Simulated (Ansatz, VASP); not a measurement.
## Two plane-wave programs on Te

```
Te
1.0
     4.53027    0.00000    0.00000
    -2.26514    3.92333    0.00000
     0.00000    0.00000    5.93743
Te
3
Cartesian
  -1.0492 3.9233 1.9791
  -0.6080 1.0530 3.9583
  1.6572 2.8703 0.0000
```

Alike in both runs: task single point; functional PBE; k mesh 8 × 8 × 6; no spin polarisation.

|  | VASP | Ansatz |
| --- | --- | --- |
| version | VASP 6.6.1 | Ansatz 0.2.0 |
| potentials or method | VASP PAW PBE potentials, release 64 (Te), cutoff 520 eV | plane waves (420 eV) with PAW, scalar-relativistic |
| occupations | methfessel-paxton of order 1, width 0.01 eV | cold, width 0.01 eV |
| valence electrons in the cell | 18 | 48 |

Ansatz gave:

```
pressure (GPa)                                                : 0.0
traceless stress, the component that is largest in VASP (GPa) : 0.08
```

Estimate VASP's values.

pressure (GPa): 0.0; traceless stress, the component that is largest in VASP (GPa): 0.09.

VASP's potentials hold 18 valence electrons a cell and Ansatz's 48, so a difference there can come from the potentials and not from the codes.

Neither program's run includes spin-orbit coupling.
